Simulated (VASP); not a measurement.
AlN, 4 atoms in the cell. It takes space group P6_3/mmc (No. 194, hexagonal). Conventional cell: a = 3.568 Å, b = 3.568 Å, c = 3.609 Å, α = 90.00°, β = 90.00°, γ = 120.00°. Within 2.4 Å of Al (site symmetry -6m2) lie 5 N at 1.80 to 2.06 Å. N (site symmetry -6m2) has 5 Al at 1.80 to 2.06 Å within 2.4 Å.  This cell differs from its parent crystal: ratio of the length along z to the lengths across it x 0.8, volume and fractional coordinates fixed.

```yaml
Program: VASP 6.6.1
Task: single point
Functional: LDA
Potentials_or_basis: VASP PAW LDA potentials, release 64 (Al, N)
Cutoff: 600 eV
k_mesh: 9 × 9 × 6
Occupations: gaussian, width 0.05 eV
Spin: no spin polarisation
Dipole_correction: no
Further_INCAR_settings: ALGO = Normal; EDIFF = 1e-06; NBANDS = 16
```

Potentials or basis: VASP PAW LDA potentials, release 64 (Al, N).

Run with:

```bash
$ cat potpaw_LDA.64/Al/POTCAR potpaw_LDA.64/N/POTCAR > POTCAR
$ mpirun -np 1 vasp_std > vasp.out
```

Hardware: 1 thread of Intel Xeon 8259CL (shared host).

**Question.** Estimate the wall time of this run.

**Answer.** Run time: 62 s on 1 thread of Intel Xeon 8259CL, on a shared host, peak memory 0.16 GiB. Counts: scf iterations 12, k points 48.
